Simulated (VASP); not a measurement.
Here is a VASP 6.6.1 calculation.

File INCAR:

```
SYSTEM = BaCaS2
  ALGO = Normal
  EDIFF = 1E-6
  ENCUT = 520
  GGA = PE
  ISIF = 2
  ISMEAR = 0
  LASPH = .TRUE.
  LCHARG = .TRUE.
  LELF = .TRUE.
  LREAL = .FALSE.
  LVHAR = .TRUE.
  LWAVE = .FALSE.
  NBANDS = 24
  NELM = 100
  PREC = Accurate
  SIGMA = 0.01
```

Contents of KPOINTS:

```
k-points
0
G
  6 6 6
  0 0 0
```

Contents of POSCAR:

```
BaCaS2
1.0
    2.1637189711      1.2492237304      7.1117126389
   -2.1637189711      1.2492237304      7.1117126389
    0.0000000000     -2.4984474608      7.1117126389
Ca Ba S
1 1 2
Direct
    1.0000000000      0.0000000000      0.0000000000
    0.5000000000      0.5000000000      0.5000000000
    0.2588089446      0.2588089446      0.2588089446
    0.7411910554      0.7411910554      0.7411910554
```

Potentials or basis: VASP PAW PBE potentials, release 64 (Ca_sv, Ba_sv, S).

Command:

```bash
$ cat potpaw_PBE.64/Ca_sv/POTCAR potpaw_PBE.64/Ba_sv/POTCAR potpaw_PBE.64/S/POTCAR > POTCAR
$ mpirun -np 1 vasp_std > vasp.out
```

(1) Estimate the pressure.

(2) Predict the band gap on the k mesh.

(3) Estimate the largest force.

Answers

(1) -0.9 GPa.

(2) 2.12 eV (least direct gap 2.57 eV).

(3) 0.031 eV/Å.

Caveat: spin-orbit coupling is left out, which moves the levels of the heavy elements.
